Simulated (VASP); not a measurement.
# HfSiO4 (I4_1/amd) in VASP: settings compared

HfSiO4 is run at these levels: r2SCAN, RPBE, PBE; tasks: single point.

Program: VASP 6.6.1. These are calculated values, not measurements. Logs are shortened: lines on timing, memory, paths and dates and some standing lists are left out, and cuts for length are marked.

## Step 1: The cell of the first run

Symmetry: I4_1/amd, No. 141, tetragonal system. Conventional cell: a = 6.572 Å, b = 6.572 Å, c = 5.963 Å, α = 90.00°, β = 90.00°, γ = 90.00°. Hf (site symmetry -4m2) has 8 O at 2.11 to 2.26 Å within 2.8 Å. Si (site symmetry -4m2) has 4 O at 1.62 Å within 2.2 Å. Within 2.3 Å of O (site symmetry m) lie 1 Si at 1.62 Å and 2 Hf at 2.11 to 2.26 Å.

## Step 2: Single point, r2SCAN

The input, POSCAR:

```
HfSiO4
1.0
   -3.2862500000      3.2862500000      2.9816000000
    3.2862500000     -3.2862500000      2.9816000000
    3.2862500000      3.2862500000     -2.9816000000
Hf Si O
2 2 8
Direct
    0.0000000000      0.0000000000      0.0000000000
    0.7500000000      0.2500000000      0.5000000000
    0.5000000000      0.5000000000      0.0000000000
    0.2500000000      0.7500000000      0.5000000000
    0.6802000000      0.4957000000      0.8155000000
    0.2457000000      0.9302000000      0.3155000000
    0.6802000000      0.8647000000      0.1845000000
    0.6147000000      0.9302000000      0.6845000000
    0.0698000000      0.3853000000      0.3155000000
    0.5043000000      0.3198000000      0.1845000000
    0.0698000000      0.7543000000      0.6845000000
    0.1353000000      0.3198000000      0.8155000000
```

The input, INCAR.step1:

```
SYSTEM = HfSiO4
PREC = Accurate ; ENCUT = 520
ISMEAR = -1 ; SIGMA = 0.05
LREAL = .FALSE. ; LASPH = .TRUE.
NELM = 80 ; NBANDS = 50
GGA = PE ; ALGO = Normal
EDIFF = 1E-4 ; LWAVE = .TRUE.
LCHARG = .FALSE.
```

The input, INCAR.step2:

```
SYSTEM = HfSiO4
PREC = Accurate ; ENCUT = 520
EDIFF = 1E-6 ; ISMEAR = -1
SIGMA = 0.05 ; LREAL = .FALSE.
LASPH = .TRUE. ; NELM = 80
ALGO = Normal ; ISIF = 2
LWAVE = .FALSE. ; LCHARG = .FALSE.
METAGGA = R2SCAN ; LMIXTAU = .TRUE.
NBANDS = 50 ; ISTART = 1
```

The input, KPOINTS:

```
regular mesh
0
G
  5 5 5
  0 0 0
```

Potentials or basis: VASP PAW PBE potentials, release 64 (Hf_pv, Si, O).

The run is started by

```
$ cat potpaw_PBE.64/Hf_pv/POTCAR potpaw_PBE.64/Si/POTCAR potpaw_PBE.64/O/POTCAR > POTCAR
$ cp INCAR.step1 INCAR
$ mpirun -np 1 vasp_std > vasp.out
$ cp INCAR.step2 INCAR
$ mpirun -np 1 vasp_std > vasp.out
```

OUTCAR:

```text
SYSTEM = HfSiO4
   PREC = Accurate
   ENCUT = 520
   EDIFF = 1E-6
   ISMEAR = -1
   LREAL = .FALSE.
   LASPH = .TRUE.
   NELM = 80
   ISIF = 2
   METAGGA = R2SCAN
   ISTART = 1

 ion  position               nearest neighbor table
   1  0.000  0.000  0.000-   6 2.11   8 2.11   9 2.11  11 2.11   7 2.26  10 2.26  12 2.26   5 2.26
                             3 2.98   3 2.98   2 3.61   2 3.61   2 3.61   2 3.61
   2  0.750  0.250  0.500-   5 2.11   7 2.11  10 2.11  12 2.11   9 2.26  11 2.26   8 2.26   6 2.26
                             4 2.98   4 2.98   1 3.61   1 3.61   1 3.61   1 3.61
   3  0.500  0.500  0.000-   5 1.62   7 1.62  10 1.62  12 1.62   1 2.98   1 2.98
   4  0.250  0.750  0.500-   6 1.62   8 1.62   9 1.62  11 1.62   2 2.98   2 2.98
   5  0.680  0.496  0.816-   3 1.62   2 2.11   1 2.26
   6  0.246  0.930  0.316-   4 1.62   1 2.11   2 2.26
   7  0.680  0.865  0.184-   3 1.62   2 2.11   1 2.26
   8  0.615  0.930  0.684-   4 1.62   1 2.11   2 2.26
   9  0.070  0.385  0.316-   4 1.62   1 2.11   2 2.26
  10  0.504  0.320  0.184-   3 1.62   2 2.11   1 2.26
  11  0.070  0.754  0.684-   4 1.62   1 2.11   2 2.26
  12  0.135  0.320  0.816-   3 1.62   2 2.11   1 2.26

  LATTYP: Found a body centered tetragonal cell.
 ALAT       =     6.5725000000
 C/A-ratio  =     0.9072955496

  Lattice vectors:

 A1 = (  -3.2862500000,   3.2862500000,   2.9816000000)
 A2 = (   3.2862500000,  -3.2862500000,   2.9816000000)
 A3 = (   3.2862500000,   3.2862500000,  -2.9816000000)

Analysis of symmetry for initial positions (statically):
=====================================================================
 Subroutine PRICEL returns:
 Original cell was already a primitive cell.

 Routine SETGRP: Setting up the symmetry group for a
 body centered tetragonal supercell.

 Subroutine GETGRP returns: Found 16 space group operations
 (whereof  8 operations were pure point group operations)
 out of a pool of 16 trial point group operations.

The static configuration has the point symmetry D_2d.
 The point group associated with its full space group is D_4h.

Analysis of symmetry for dynamics (positions and initial velocities):
=====================================================================
 Subroutine PRICEL returns:
 Original cell was already a primitive cell.

 Routine SETGRP: Setting up the symmetry group for a
 body centered tetragonal supercell.

 Subroutine GETGRP returns: Found 16 space group operations
 (whereof  8 operations were pure point group operations)
 out of a pool of 16 trial point group operations.

The dynamic configuration has the point symmetry D_2d.
 The point group associated with its full space group is D_4h.

 Subroutine INISYM returns: Found 16 space group operations
 (whereof  8 operations are pure point group operations),
 and found     1 'primitive' translations

----------------------------------------------------------------------------------------

                                     Primitive cell

  volume of cell :     128.7984

  direct lattice vectors                    reciprocal lattice vectors
    -3.286250000  3.286250000  2.981600000     0.000000000  0.152149106  0.167695197
     3.286250000 -3.286250000  2.981600000     0.152149106  0.000000000  0.167695197
     3.286250000  3.286250000 -2.981600000     0.152149106  0.152149106  0.000000000

  length of vectors
     5.521667926  5.521667926  5.521667926     0.226431070  0.226431070  0.215171329

  position of ions in fractional coordinates (direct lattice)
     0.000000000  0.000000000  0.000000000
     0.750000000  0.250000000  0.500000000
     0.500000000  0.500000000  0.000000000
     0.250000000  0.750000000  0.500000000
     0.680200000  0.495700000  0.815500000
     0.245700000  0.930200000  0.315500000
     0.680200000  0.864700000  0.184500000
     0.614700000  0.930200000  0.684500000
     0.069800000  0.385300000  0.315500000
     0.504300000  0.319800000  0.184500000
     0.069800000  0.754300000  0.684500000
     0.135300000  0.319800000  0.815500000

  ion indices of the primitive-cell ions
   primitive index   ion index
                 1           1
                 2           2
                 3           3
                 4           4
                 5           5
                 6           6
                 7           7
                 8           8
                 9           9
                10          10
                11          11
                12          12

----------------------------------------------------------------------------------------

 KPOINTS: regular mesh

Automatic generation of k-mesh.
 Grid dimensions read from file:
 generate k-points for:    5    5    5

 Generating k-lattice:

  Cartesian coordinates                     Fractional coordinates (reciprocal lattice)
     0.000000000  0.030429821  0.033539039     0.200000000 -0.000000000  0.000000000
     0.030429821  0.000000000  0.033539039    -0.000000000  0.200000000  0.000000000
     0.030429821  0.030429821  0.000000000     0.000000000  0.000000000  0.200000000

  Length of vectors
     0.045286214  0.045286214  0.043034266

  Shift w.r.t. Gamma in fractional coordinates (k-lattice)
     0.000000000  0.000000000  0.000000000

 Subroutine IBZKPT returns following result:
 ===========================================

 Found     18 irreducible k-points:

 Following reciprocal coordinates:
            Coordinates               Weight
  0.000000  0.000000  0.000000      1.000000
  0.200000 -0.000000  0.000000      8.000000
  0.400000 -0.000000  0.000000      8.000000
  0.200000  0.200000  0.000000      8.000000
  0.400000  0.200000  0.000000     16.000000
 -0.400000  0.200000 -0.000000     16.000000
[... 10 lines left out ...]
 -0.400000  0.400000  0.400000      4.000000
 -0.400000 -0.400000  0.400000      2.000000
   k-points           NKPTS =     18   k-points in BZ     NKDIM =     18   number of bands    NBANDS=     50
   number of dos      NEDOS =    301   number of ions     NIONS =     12
   total plane-waves  NPLWV =  74088
   dimension x,y,z NGX =    42 NGY =   42 NGZ =   42
   dimension x,y,z NGXF=    84 NGYF=   84 NGZF=   84
   ions per type =               2   2   8
   NGX,Y,Z   is equivalent  to a cutoff of  12.65, 12.65, 12.65 a.u.
   NGXF,Y,Z  is equivalent  to a cutoff of  25.29, 25.29, 25.29 a.u.
 SYSTEM =  HfSiO4
   PREC   = accura    normal or accurate (medium, high low for compatibility)
   ISTART =      1    job   : 0-new  1-cont  2-samecut
   ICHARG =      0    charge: 1-file 2-atom 10-const
   ISPIN  =      1    spin polarized calculation?
   LNONCOLLINEAR =      F non collinear calculations
   LSORBIT =      F    spin-orbit coupling
   LASPH  =      T    aspherical Exc in radial PAW
   ENCUT  =  520.0 eV  38.22 Ry    6.18 a.u.  10.27 10.27 10.27*2*pi/ulx,y,z
   NELM   =     80;   NELMIN=  2; NELMDL=  0     # of ELM steps
   EDIFF  = 0.1E-05   stopping-criterion for ELM
   LREAL  =      F    real-space projection
   EDIFFG = 0.1E-04   stopping-criterion for IOM
   NSW    =      0    number of steps for IOM
   IBRION =     -1    ionic relax: 0-MD 1-quasi-New 2-CG
   NFREE  =      0    steps in history (QN), initial steepest desc. (CG)
   ISIF   =      2    stress and relaxation
   ISYM   =      2    0-nonsym 1-usesym 2-fastsym
   POTIM  = 0.5000    time-step for ionic-motion
   TEBEG  =    0.0;   TEEND  =   0.0 temperature during run
   PSTRESS=    0.0 pullay stress
   NELECT =      76.0000    total number of electrons
   NUPDOWN=      -1.0000    fix difference up-down
   EMIN   =  10.00;   EMAX   =-10.00  energy-range for DOS
   EFERMI =   0.00;   METHOD = LEGACY
   ISMEAR =    -1;   SIGMA  =   0.05  broadening in eV -4-tet -1-fermi 0-gaus
   EFERMI_NEDOS =   21; number of points for ismear=-14 and -15
   IALGO  =     38    algorithm
   IMIX   =      4    mixing-type and parameters
     AMIX     =   0.40;   BMIX     =  1.00
     AMIX_MAG =   1.60;   BMIX_MAG =  1.00
  volume/ion in A,a.u.               =      10.73        72.43
  Fermi-wavevector in a.u.,A,eV,Ry     =   1.373122  2.594825 25.653301  1.885464
  Thomas-Fermi vector in A             =   2.498668
   LORBIT       =      0    0 simple, 1 ext, 2 COOP (PROOUT), +10 PAW based schemes
   METAGGA = R2SCAN    functional components
   LHFCALC =     F    Hartree Fock is set to
   AEXX    =    0.0000 exact exchange contribution
   IVDW    =     0    specifies the selected vdW correction
   LEPSILON=     F    determine dielectric tensor
   LRPA    =     F    only Hartree local field effects (RPA)
 non-spin polarized calculation
  energy-cutoff  :      520.00
  volume of cell :      128.80
 maximum number of plane-waves:      3483
 NGX is ok and might be reduce to    42
   NGX = 21   NGY = 21   NGZ = 21

 number of electron      76.0000001 magnetization

 Free energy of the ion-electron system (eV)
  ---------------------------------------------------
  ext. energy  EPLUGINS =         0.00000000
  ---------------------------------------------------
  free energy    TOTEN  =      -197.64485048 eV

  energy without entropy =     -197.64485048  energy(sigma->0) =     -197.64485048

 E-fermi :   3.9138     XC(G=0): -11.7288

 val. band max:        2.8822687571   @ k =   0.0000   0.0000   0.0000
 cond. band min:       8.8565095417   @ k =   0.2000   0.2000   0.2000
 fundamental gap:      5.9742407846
 Fermi energy:         3.9137755984

 k-point     1 :       0.0000    0.0000    0.0000
  band No.  band energies     occupation
      1     -27.3817      2.00000
      2     -27.3817      2.00000
      3     -27.3208      2.00000
      4     -27.3020      2.00000
      5     -27.1975      2.00000
      6     -27.1975      2.00000
[... 42 lines left out ...]
     49      12.8615      0.00000
     50      13.5320      0.00000

 k-point     2 :       0.2000   -0.0000    0.0000
  band No.  band energies     occupation
      1     -27.3839      2.00000
      2     -27.3829      2.00000
      3     -27.3165      2.00000
      4     -27.3022      2.00000
      5     -27.2042      2.00000
      6     -27.1956      2.00000
[... 42 lines left out ...]
     49      12.7264      0.00000
     50      13.4086      0.00000

 k-point     3 :       0.4000   -0.0000    0.0000
  band No.  band energies     occupation
      1     -27.3873      2.00000
      2     -27.3758      2.00000
      3     -27.3466      2.00000
      4     -27.2638      2.00000
      5     -27.2257      2.00000
      6     -27.1927      2.00000
[... 42 lines left out ...]
     49      12.7416      0.00000
     50      13.3539      0.00000

 k-point     4 :       0.2000    0.2000    0.0000
  band No.  band energies     occupation
      1     -27.3972      2.00000
      2     -27.3720      2.00000
      3     -27.3229      2.00000
      4     -27.2952      2.00000
      5     -27.2107      2.00000
      6     -27.1931      2.00000
[... 681 lines left out ...]
 k-point    17 :      -0.4000    0.4000    0.4000
  band No.  band energies     occupation
      1     -27.3937      2.00000
      2     -27.3907      2.00000
      3     -27.3229      2.00000
      4     -27.2975      2.00000
      5     -27.1959      2.00000
      6     -27.1873      2.00000
[... 42 lines left out ...]
     49      13.2585      0.00000
     50      13.5432      0.00000

 k-point    18 :      -0.4000   -0.4000    0.4000
  band No.  band energies     occupation
      1     -27.3936      2.00000
      2     -27.3936      2.00000
      3     -27.3182      2.00000
      4     -27.3091      2.00000
      5     -27.1874      2.00000
      6     -27.1874      2.00000
[... 42 lines left out ...]
     49      13.3862      0.00000
     50      13.4092      0.00000

------------------------ aborting loop because EDIFF is reached ----------------------------------------

  FORCE on cell =-STRESS in cart. coord.  units (eV):
  Direction    XX          YY          ZZ          XY          YZ          ZX
  --------------------------------------------------------------------------------------
  -------------------------------------------------------------------------------------
  Total       -0.7415782     -0.7415782     -0.1143353      0.0000000      0.0000000      0.0000000
  in kB       -9.2248006     -9.2248006     -1.4222646      0.0000000      0.0000000      0.0000000
  external PRESSURE =      -6.6239553 kB  Pullay stress =       0.0000000 kB

 VOLUME and BASIS-vectors are now :
 -----------------------------------------------------------------------------
  energy-cutoff  :      520.00
  volume of cell :      128.80
      direct lattice vectors                 reciprocal lattice vectors
    -3.286250000  3.286250000  2.981600000     0.000000000  0.152149106  0.167695197
     3.286250000 -3.286250000  2.981600000     0.152149106  0.000000000  0.167695197
     3.286250000  3.286250000 -2.981600000     0.152149106  0.152149106  0.000000000

 POSITION                                       TOTAL-FORCE (eV/Angst)
 -----------------------------------------------------------------------------------
      0.00000      0.00000      0.00000         0.000000      0.000000      0.000000
     -0.00000      3.28625      1.49080         0.000000      0.000000      0.000000
      0.00000      0.00000      2.98160         0.000000      0.000000      0.000000
      3.28625     -0.00000      1.49080         0.000000      0.000000      0.000000
      2.07362      3.28625      1.07457        -0.211562      0.000000      0.175560
      3.28625     -1.21263      2.56537         0.000000     -0.211562      0.175560
      1.21263     -0.00000      4.05617         0.211562      0.000000      0.175560
      3.28625      1.21263      2.56537         0.000000      0.211562      0.175560
      2.07362      0.00000      0.41623        -0.211562      0.000000     -0.175560
      0.00000      1.21263      1.90703        -0.000000      0.211562     -0.175560
      4.49888      0.00000      0.41623         0.211562      0.000000     -0.175560
      3.28625      2.07362     -1.07457        -0.000000     -0.211562     -0.175560
 -----------------------------------------------------------------------------------
    total drift:                               -0.000000     -0.000000      0.000000

  FREE ENERGIE OF THE ION-ELECTRON SYSTEM (eV)
  ---------------------------------------------------
  free  energy   TOTEN  =      -197.6448504809 eV

  energy  without entropy=     -197.6448504808  energy(sigma->0) =     -197.64485048
```

Wall time 4 min (1 thread of Intel Xeon 6975P-C (Granite Rapids), shared host); peak memory 0.33 GiB.

What came out:

```
Free energy            : -197.6449 eV
Pressure               : -0.7 GPa
Largest force          : 0.275 eV/Å
Band gap on the k mesh : 5.97 eV (least direct gap 6.34 eV)
```

Forces in eV/Å, atoms in the order of the input:
```
Hf   0.000  0.000  0.000
Hf   0.000  0.000  0.000
Si   0.000  0.000  0.000
Si   0.000  0.000  0.000
O   -0.212  0.000  0.176
O    0.000 -0.212  0.176
O    0.212  0.000  0.176
O    0.000  0.212  0.176
O   -0.212  0.000 -0.176
O    0.000  0.212 -0.176
O    0.212  0.000 -0.176
O    0.000 -0.212 -0.176
```

Caveat: the PAW data sets were made with another functional, which shifts forces and pressure a little; spin-orbit coupling is left out, which moves the levels of the heavy elements; an odd mesh through Γ misses points on the zone boundary, where band edges can lie.

## Step 3: Single point, RPBE

The input, INCAR:

```
PREC     = Accurate       # precision mode
ENCUT    = 520            # plane-wave cutoff, eV
EDIFF    = 1E-6           # SCF threshold, eV
ISMEAR   = -1             # smearing method
SIGMA    = 0.05           # smearing width, eV
LREAL    = False          # projectors in reciprocal space
LASPH    = True           # aspherical terms in the spheres
NELM     = 60             # most SCF steps
ALGO     = Normal         # electronic algorithm
ISIF     = 2              # what is computed and relaxed
LWAVE    = False          # write WAVECAR
LCHARG   = False          # write CHGCAR
GGA      = RP             # functional
NBANDS   = 50             # bands
```

The input, KPOINTS:

```
Automatic mesh
0
Gamma
  6 6 6
```

POSCAR is that of step 2.

Potentials or basis: VASP PAW PBE potentials, release 64 (Hf_pv, Si, O).

The run is started by

```
$ cat potpaw_PBE.64/Hf_pv/POTCAR potpaw_PBE.64/Si/POTCAR potpaw_PBE.64/O/POTCAR > POTCAR
$ mpirun -np 1 vasp_std > vasp.out
```

It took 7.4 min on 1 thread of AMD EPYC 7R13, shared host; peak memory 0.32 GiB.

It converged, with:

- Free energy: -103.7334 eV
- Pressure: 10.3 GPa
- Largest force: 0.515 eV/Å
- Band gap on the k mesh: 5.48 eV (least direct gap 5.83 eV)

Forces in eV/Å, atoms in the order of the input:
```
Hf   0.000  0.000  0.000
Hf   0.000  0.000  0.000
Si   0.000  0.000  0.000
Si   0.000  0.000  0.000
O   -0.422  0.000  0.295
O    0.000 -0.422  0.295
O    0.422  0.000  0.295
O    0.000  0.422  0.295
O   -0.422  0.000 -0.295
O    0.000  0.422 -0.295
O    0.422  0.000 -0.295
O    0.000 -0.422 -0.295
```

Stress tensor (GPa, compression positive):
```
 9.89  0.00  0.00
 0.00  9.89  0.00
 0.00  0.00 11.04
```

Levels at points of the mesh, in eV from the valence-band top:
```csv
k point,band 36,band 37,band 38,band 39,band 40,band 41
"(0.00, 0.00, 0.00)",-0.58,-0.56,0.00,5.85,6.12,6.29
"(0.50, 0.00, 0.00)",-0.83,-0.26,-0.19,5.73,5.89,6.62
"(0.50, 0.50, 0.00)",-0.92,-0.60,-0.60,5.49,5.49,6.58
"(0.50, 0.50, 0.50)",-1.11,-0.87,-0.87,6.31,6.31,6.70
```

Caveat: the cell stands under pressure; the PAW data sets were made with another functional, which shifts forces and pressure a little; spin-orbit coupling is left out, which moves the levels of the heavy elements.

(Continued in part 2 of 2.)
